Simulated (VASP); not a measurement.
# Ta3Ti2N5 (P-6m2) in VASP: a series of runs, part 2 of 2

VASP 6.6.1.

### Step 4. Single point, PBE, collinear spin

The input, INCAR:

```
PREC = Accurate ; ENCUT = 600
EDIFF = 1E-6 ; ISMEAR = 0
SIGMA = 0.1 ; LREAL = False
LASPH = True ; NELM = 200
ALGO = Normal ; ISIF = 2
LWAVE = False ; LCHARG = False
ISPIN = 2 ; MAGMOM = 0.39 0.39 0 0 0 0 0 0 0 0
LORBIT = 11 ; LMAXMIX = 4
GGA = PE ; NBANDS = 56
GGA_COMPAT = False
```

The input, KPOINTS:

```
regular mesh
0
Gamma
  6 6 2
```

The input, POSCAR:

```
Ta3Ti2N5
1.0
    2.9353488849      0.0000000000      0.0000000000
   -1.4676744425      2.5420867033      0.0000000000
    0.0000000000      0.0000000000     14.1115129454
Ti Ta N
2 3 5
Direct
    0.0000000000      0.0000000000      0.4051074233
    0.0000000000      0.0000000000      0.5948925767
    0.0000000000      0.0000000000      0.0000000000
    0.0000000000      0.0000000000      0.2061120735
    0.0000000000      0.0000000000      0.7938879265
    0.6666666667      0.3333333333      0.8976773867
    0.6666666667      0.3333333333      0.1023226133
    0.6666666667      0.3333333333      0.3045960382
    0.6666666667      0.3333333333      0.5000000000
    0.6666666667      0.3333333333      0.6954039618
```

Potentials or basis: VASP PAW PBE potentials, release 64 (Ti_sv, Ta_pv, N).

On the command line:

```
> cat potpaw_PBE.64/Ti_sv/POTCAR potpaw_PBE.64/Ta_pv/POTCAR potpaw_PBE.64/N/POTCAR > POTCAR
> mpirun -np 1 vasp_std > vasp.out
```

OUTCAR:

```text
PREC = Accurate
   ENCUT = 600
   EDIFF = 1E-6
   ISMEAR = 0
   LREAL = False
   LASPH = True
   NELM = 200
   ISIF = 2
   ISPIN = 2
   LORBIT = 11
   GGA = PE

 ion  position               nearest neighbor table
   1  0.000  0.000  0.405-   9 2.16   9 2.16   9 2.16   8 2.21   8 2.21   8 2.21   2 2.68   4 2.81

   2  0.000  0.000  0.595-   9 2.16   9 2.16   9 2.16  10 2.21  10 2.21  10 2.21   1 2.68   5 2.81

   3  0.000  0.000  0.000-   6 2.23   7 2.23   6 2.23   7 2.23   6 2.23   7 2.23   4 2.91   5 2.91
[... 5 lines left out ...]
   6  0.667  0.333  0.898-   3 2.23   3 2.23   3 2.23   5 2.24   5 2.24   5 2.24
   7  0.667  0.333  0.102-   3 2.23   3 2.23   3 2.23   4 2.24   4 2.24   4 2.24
   8  0.667  0.333  0.305-   4 2.19   4 2.19   4 2.19   1 2.21   1 2.21   1 2.21
   9  0.667  0.333  0.500-   1 2.16   2 2.16   1 2.16   2 2.16   1 2.16   2 2.16
  10  0.667  0.333  0.695-   5 2.19   5 2.19   5 2.19   2 2.21   2 2.21   2 2.21

  LATTYP: Found a hexagonal cell.
 ALAT       =     2.9353488849
 C/A-ratio  =     4.8074397623

  Lattice vectors:

[... 1794 lines left out ...]
  volume of cell :      105.30
      direct lattice vectors                 reciprocal lattice vectors
     2.935348885  0.000000000  0.000000000     0.340675006  0.196688807  0.000000000
    -1.467674442  2.542086703  0.000000000     0.000000000  0.393377613  0.000000000
     0.000000000  0.000000000 14.111512945     0.000000000  0.000000000  0.070864124

 POSITION                                       TOTAL-FORCE (eV/Angst)
 -----------------------------------------------------------------------------------
      0.00000      0.00000      5.71668        -0.000000      0.000000      0.285911
      0.00000      0.00000      8.39483        -0.000000      0.000000     -0.285911
      0.00000      0.00000      0.00000        -0.000000      0.000000     -0.000000
      0.00000      0.00000      2.90855         0.000000      0.000000     -0.049449
      0.00000      0.00000     11.20296         0.000000     -0.000000      0.049449
      1.46767      0.84736     12.66759         0.000000     -0.000000      0.016363
      1.46767      0.84736      1.44393         0.000000     -0.000000     -0.016363
      1.46767      0.84736      4.29831        -0.000000     -0.000000      0.098309
      1.46767      0.84736      7.05576        -0.000000     -0.000000     -0.000000
      1.46767      0.84736      9.81320         0.000000      0.000000     -0.098309
 -----------------------------------------------------------------------------------
    total drift:                               -0.000001      0.000000      0.000000

  FREE ENERGIE OF THE ION-ELECTRON SYSTEM (eV)
  ---------------------------------------------------
  free  energy   TOTEN  =      -105.3588136402 eV

  energy  without entropy=     -105.3277367119  energy(sigma->0) =     -105.34327518

 total charge

# of ion       s       p       d       tot
------------------------------------------
    1        2.184   6.192   1.977  10.353
    2        2.184   6.192   1.977  10.353
    3        0.306   6.263   2.418   8.986
    4        0.309   6.265   2.425   8.999
    5        0.309   6.265   2.425   8.999
    6        1.227   2.494   0.000   3.720
    7        1.227   2.494   0.000   3.720
    8        1.234   2.482   0.000   3.716
    9        1.243   2.457   0.000   3.700
   10        1.234   2.482   0.000   3.716
--------------------------------------------------
tot         11.457  43.586  11.221  66.264

 magnetization (x)

# of ion       s       p       d       tot
------------------------------------------
    1        0.000   0.000   0.001   0.001
    2        0.000   0.000   0.001   0.001
    3        0.000   0.000   0.000   0.000
    4        0.000   0.000   0.000   0.000
    5        0.000   0.000   0.000   0.000
    6       -0.000  -0.000   0.000  -0.000
    7       -0.000  -0.000   0.000  -0.000
    8       -0.000  -0.000   0.000  -0.000
    9       -0.000  -0.000   0.000  -0.000
   10       -0.000  -0.000   0.000  -0.000
--------------------------------------------------
tot          0.000   0.000   0.002   0.002
```

stdout:

```text
POSCAR found type information on POSCAR TiTaN
 POSCAR found :  3 types and      10 ions
 scaLAPACK will be used
 LDA part: xc-table for (Slater+PW92), standard interpolation
 POSCAR, INCAR and KPOINTS ok, starting setup
 FFT: planning ... GRIDC
 FFT: planning ... GRID_SOFT
 FFT: planning ... GRID
 WAVECAR not read
 entering main loop
```

Run time: 4.3 min. Hardware: 1 thread of Oxide Virtual Turin-like, shared host; peak memory 0.36 GiB.

Results:

```yaml
Free_energy: -105.3588 eV
Pressure: 0.1 GPa
Largest_force: 0.286 eV/Å
Band_gap_on_the_k_mesh: zero (filled and empty bands overlap)
Net_moment: 0.00 μB per cell
Valence_electrons_inside_the_program's_atomic_spheres: Ti 10.35; Ta 8.99, 9.00 (each value once); N 3.72, 3.70 (each value once)
```

Forces in eV/Å, atoms in the order of the input:
```
Ti   0.000  0.000  0.286
Ti   0.000  0.000 -0.286
Ta   0.000  0.000  0.000
Ta   0.000  0.000 -0.049
Ta   0.000  0.000  0.049
N    0.000  0.000  0.016
N    0.000  0.000 -0.016
N    0.000  0.000  0.098
N    0.000  0.000  0.000
N    0.000  0.000 -0.098
```

Stress tensor (GPa, compression positive):
```
 0.64  0.00  0.00
 0.00  0.64  0.00
 0.00  0.00 -0.84
```

Levels at points of the mesh, in eV from the Fermi level:
Spin up:
```csv
k point,band 39,band 40,band 41,band 42,band 43,band 44
"(0.00, 0.00, 0.00)",-0.05,0.20,0.52,0.52,0.71,0.71
"(0.50, 0.00, 0.00)",-1.01,-0.82,0.05,0.48,2.83,2.83
"(0.00, 0.00, 0.50)",-0.96,0.52,0.52,0.97,0.97,0.98
"(0.50, 0.00, 0.50)",-1.56,-0.27,-0.16,0.49,2.88,2.89
```
Spin down:
| k point | band 38 | band 39 | band 40 | band 41 | band 42 | band 43 | band 44 | band 45 |
| --- | --- | --- | --- | --- | --- | --- | --- | --- |
| (0.00, 0.00, 0.00) | -2.03 | -0.05 | 0.20 | 0.52 | 0.52 | 0.71 | 0.71 | 1.68 |
| (0.50, 0.00, 0.00) | -2.31 | -1.01 | -0.82 | 0.05 | 0.48 | 2.83 | 2.83 | 3.04 |
| (0.00, 0.00, 0.50) | -1.36 | -0.96 | 0.52 | 0.52 | 0.97 | 0.97 | 0.98 | 0.98 |
| (0.50, 0.00, 0.50) | -2.09 | -1.56 | -0.27 | -0.16 | 0.50 | 2.88 | 2.89 | 3.00 |

Caveat: the k points lie up to 0.41 Å⁻¹ apart, too coarse for converged energies and pressures of a metal; spin-orbit coupling is left out, which moves the levels of the heavy elements.

### Step 5. Summary

| cell | k mesh | gap on the mesh (eV) | pressure (GPa) | moment (μB) | largest force (eV/Å) |
| --- | --- | --- | --- | --- | --- |
| a = 2.936, b = 2.936, c = 14.104 Å, angles 90.0, 90.0, 120.0°, 10 atoms, atomic positions A | 6 × 6 × 1 | none | 0.5 | 1.32 | 0.02 |
| a = 3.128, b = 3.128, c = 15.373 Å, angles 90.0, 90.0, 120.0°, 10 atoms, atomic positions B | 6 × 6 × 1 | none | -40.3 | 1.78 | 0.90 |
| a = 2.935, b = 2.935, c = 14.112 Å, angles 90.0, 90.0, 120.0°, 10 atoms, atomic positions C | 6 × 6 × 2 | none | 0.1 | 0.00 | 0.29 |

Alike in all rows: task single point; level PBE; potentials or basis VASP PAW PBE potentials, release 64 (Ti_sv, Ta_pv, N); spin collinear; cutoff (eV) 600; smearing gaussian 0.1 eV.

Caveats: all runs use coarse meshes; spin-orbit coupling is left out, which moves the levels of the heavy elements; a moment this small can come from the mesh or the smearing (at least some runs).

Absolute energies hang on the potentials; compare differences alone.
